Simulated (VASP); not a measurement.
**InSe: single point with PBEsol**

InSe:

```
CELL_PARAMETERS angstrom
4.01984 0.00000 0.00000
-2.00992 3.48128 0.00000
0.00000 0.00000 17.18499
ATOMIC_POSITIONS crystal
In 0.33333 0.66667 0.16908
In 0.33333 0.66667 0.33092
In 0.66667 0.33333 0.66908
In 0.66667 0.33333 0.83092
Se 0.33333 0.66667 0.59504
Se 0.33333 0.66667 0.90496
Se 0.66667 0.33333 0.09504
Se 0.66667 0.33333 0.40496
```

```yaml
Program: VASP 6.6.1
Task: single point
Functional: PBEsol
Potentials_or_basis: VASP PAW PBE potentials, release 64 (In_d, Se)
Cutoff: 520 eV
k_mesh: 5 × 5 × 2
Occupations: gaussian, width 0.01 eV
Spin: no spin polarisation
```

The pressure is -0.2 GPa, the largest force is 0.022 eV/Å and the band gap on the k mesh is 0.43 eV.

Forces in eV/Å, atoms in the order of the input:
```
In   0.000  0.000  0.020
In   0.000  0.000 -0.020
In   0.000  0.000  0.020
In   0.000  0.000 -0.020
Se   0.000  0.000 -0.022
Se   0.000  0.000  0.022
Se   0.000  0.000 -0.022
Se   0.000  0.000  0.022
```

Levels at points of the mesh, in eV from the valence-band top:
| k point | band 36 | band 37 | band 38 | band 39 | band 40 | band 41 |
| --- | --- | --- | --- | --- | --- | --- |
| (0.00, 0.00, 0.00) | -1.04 | -1.04 | 0.00 | 0.43 | 1.59 | 2.08 |
| (0.00, 0.00, 0.50) | -1.07 | -0.82 | -0.82 | 1.17 | 1.17 | 2.09 |

Run time: 90 s on 1 thread of Intel(R) Xeon(R) Platinum 8488C (Sapphire Rapids) (shared host), peak memory 0.36 GiB.

Caveat: semilocal functionals underestimate gaps, and a narrow one can read as zero; the PAW data sets were made with another functional, which shifts forces and pressure a little; spin-orbit coupling is left out, which moves the levels of the heavy elements; this functional lacks dispersion, which binds layers or chains, so the pressure and a relaxed spacing across them are unreliable. Expect the measured gap to be larger: semilocal functionals such as PBEsol lack the derivative discontinuity.
